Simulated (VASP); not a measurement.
WAu:

```xyz
2
Lattice="0.0000 2.7480 2.7480 2.7480 0.0000 2.7480 2.7480 2.7480 0.0000" Properties=species:S:1:pos:R:3 pbc="T T T"
W     0.0000    0.0000    0.0000
Au    4.1220    4.1220    4.1220
```

- Program: VASP 6.6.1
- Task: relaxation of cell and atoms
- Functional: PBE
- Dispersion: D3(BJ)
- Potentials or basis: VASP PAW PBE potentials, release 64 (W_sv, Au)
- Cutoff: 600 eV
- k mesh: 8 × 8 × 8
- Occupations: fermi-dirac, width 0.05 eV
- Spin: no spin polarisation

At the start: pressure 28.2 GPa; volume 20.75 Å³/atom.

Problem. Where does the relaxation end?

Solution. Over 5 steps the energy falls by 245.2 meV/atom and the volume is 23.95 Å³/atom (+15.4 %); space group F-43m (No. 216, to 0.05 Å).

The path:
```tsv
step	energy change (eV)	largest force (eV/Å)	pressure (GPa)	volume (Å³)
1	0.0000	0.0000	28.20	41.50
2	1.2316	0.0000	-19.54	67.54
3	-0.4834	0.0000	-2.42	48.80
4	-0.4900	0.0000	-0.53	48.10
5	-0.4904	0.0000	0.01	47.91
```

Final structure:
```cif
data_structure
_symmetry_space_group_name_H-M 'P 1'
_symmetry_Int_Tables_number 1
_cell_length_a 4.0767
_cell_length_b 4.0767
_cell_length_c 4.0767
_cell_angle_alpha 60.000
_cell_angle_beta 60.000
_cell_angle_gamma 60.000
_cell_volume 47.91
loop_
_atom_site_label
_atom_site_type_symbol
_atom_site_fract_x
_atom_site_fract_y
_atom_site_fract_z
_atom_site_occupancy
W1 W 0.00000 0.00000 0.00000 1
Au1 Au 0.75000 0.75000 0.75000 1
```

Caveat: the volume moved by over 15 % at a fixed basis, so the end points are rough; pairwise dispersion overbinds metals, which lowers pressure and volume.
